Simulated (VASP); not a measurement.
# TiO2: single point with PBEsol+D3(BJ)

TiO2:

```
Ti O
1.0
     5.37551    0.00000    0.00000
    -2.68776    4.65533    0.00000
     0.00000    0.00000    5.85399
Ti O
3 6
Direct
  0.45106 0.00000 0.33333
  0.00000 0.45106 0.66667
  0.54894 0.54894 0.00000
  0.58987 0.88482 0.10039
  0.70505 0.11518 0.56628
  0.29495 0.41013 0.76705
  0.88482 0.58987 0.89961
  0.11518 0.70505 0.43372
  0.41013 0.29495 0.23295
```

```
Program                : VASP 6.6.1
Task                   : single point
Functional             : PBEsol
Dispersion             : D3(BJ)
Potentials or basis    : VASP PAW PBE potentials, release 64 (Ti_sv, O)
Cutoff                 : 520 eV
k mesh                 : 6 × 6 × 5
Occupations            : fermi-dirac, width 0.05 eV
Spin                   : no spin polarisation
Dipole correction      : no
Further INCAR settings : ALGO = Normal; EDIFF = 1e-07; NBANDS = 46
```

```
Pressure                   : 0.6 GPa
Largest force              : 0.060 eV/Å
Band gap on the k mesh     : 3.67 eV (least direct gap 3.76 eV)
Dispersion energy per atom : -0.136 eV
```

Forces in eV/Å, atoms in the order of the input:
```
Ti  -0.010  0.000  0.000
Ti   0.005 -0.009  0.000
Ti   0.005  0.009  0.000
O    0.016  0.047 -0.033
O    0.016 -0.047  0.033
O    0.033 -0.037 -0.033
O    0.033  0.037  0.033
O   -0.049 -0.010 -0.033
O   -0.049  0.010  0.033
```

Levels at points of the mesh, in eV from the valence-band top:
| k point | band 34 | band 35 | band 36 | band 37 | band 38 | band 39 |
| --- | --- | --- | --- | --- | --- | --- |
| (0.00, 0.00, 0.00) | -0.53 | -0.32 | -0.32 | 3.83 | 4.27 | 4.27 |
| (0.50, 0.00, 0.00) | -0.69 | -0.27 | 0.00 | 3.91 | 3.95 | 4.21 |

Wall time 3.3 min on 1 thread of Intel(R) Xeon(R) Platinum 8488C (Sapphire Rapids), with other jobs on the host, peak memory 0.33 GiB.

Caveat: the PAW data sets were made with another functional, which shifts forces and pressure a little; an odd mesh through Γ misses points on the zone boundary, where band edges can lie.
